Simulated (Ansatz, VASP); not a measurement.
## One calculation of TaN, two programs

```
Ta N
1.0
     2.96738    0.00000    0.00000
    -1.48369    2.51894    0.00000
     0.00000    0.00000    2.88300
Ta N
1 1
Direct
  0.33333 0.66667 0.50000
  0.00000 0.00000 0.00000
```

Change from the starting cell: strain +0.0100 x Voigt [1, -1, 0, 0, 0, 0], atoms carried along.

Alike in both runs: task single point; functional PBEsol; k mesh 18 × 18 × 16; occupations gaussian, width 0.15 eV; no spin polarisation.

```csv
,VASP,Ansatz
version,VASP 6.6.1,Ansatz 0.2.0
potentials or method,"VASP PAW PBE potentials, release 64 (Ta_pv, N), cutoff 520 eV","scalar-relativistic, plane waves, PAW"
valence electrons in the cell,16,18
```

```tsv
	VASP	Ansatz	Ansatz less VASP
gap on the k mesh at the Fermi level (eV)	none	none	-
pressure (GPa)	-4.0	-4.8	-0.79
traceless stress, the component that is largest in VASP (GPa)	4.48	4.54	+0.055
rms of the force components (eV/Å)	0.022	0.020	-0.0016
```

VASP's potentials were made for PBE, not for PBEsol. Atom by atom the forces differ by 0.002 eV/Å (rms over components). A gap of «none» marks a metal or a gap that the smearing closes. VASP's potentials hold 16 valence electrons a cell and Ansatz's 18, so a difference there can come from the potentials and not from the codes.

Spin-orbit coupling is off throughout.
